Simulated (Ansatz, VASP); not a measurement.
# Al: VASP beside Ansatz

Contents of INCAR:

```
SYSTEM = Al
ALGO = Fast ; EDIFF = 1E-6
ENCUT = 520 ; GGA = PE
ISIF = 2 ; ISMEAR = 0
LASPH = .TRUE. ; LCHARG = .FALSE.
LREAL = .FALSE. ; LWAVE = .FALSE.
NBANDS = 8 ; NELM = 80
PREC = Accurate ; SIGMA = 0.15
```

File KPOINTS:

```
k-points
0
G
  20 20 20
  0 0 0
```

File POSCAR:

```
Al
1.0
    0.0126498750      2.0239800000      2.0239800000
    2.0239800000      0.0126498750      2.0239800000
    2.0366298750      2.0366298750      0.0000000000
Al
1
Direct
    0.0000000000      0.0000000000      0.0000000000
```

Input for Ansatz:

```yaml
crystal:
  lattice:
    - [0.012649875, 2.02398, 2.02398]
    - [2.02398, 0.012649875, 2.02398]
    - [2.036629875, 2.036629875, 0.0]
  atoms:
    - { symbol: Al, position: [0.0, 0.0, 0.0] }
basis:
  ecutwfc: 420
kpoints:
  mp_grid: { grid: [20, 20, 20] }
hamiltonian:
  xc: pbe
scf:
  occupations: { method: gaussian, width: 0.15 }
output:
  forces: true
  stress: true
  eigenvalues: true
```

Change from the starting cell: strain +0.0125 x Voigt [0, 0, 0, 0, 0, 1], atoms carried along.

Alike in both runs: task single point; functional PBE; k mesh 20 × 20 × 20; occupations gaussian, width 0.15 eV; no spin polarisation.

|  | VASP | Ansatz |
| --- | --- | --- |
| version | VASP 6.6.1 | Ansatz 0.2.0 |
| potentials or method | VASP PAW PBE potentials, release 64 (Al), cutoff 520 eV | scalar-relativistic, plane waves, PAW |
| valence electrons in the cell | 3 | 3 |

|  | VASP | Ansatz | Ansatz less VASP |
| --- | --- | --- | --- |
| gap on the k mesh at the Fermi level (eV) | none | none | - |
| pressure (GPa) | -0.4 | -0.4 | +0.04 |
| traceless stress, the component that is largest in VASP (GPa) | -0.38 | -0.38 | -0.004 |

A gap of «none» marks a metal or a gap that the smearing closes. With one functional, cell and mesh, what is left measures potentials, basis and numerics.
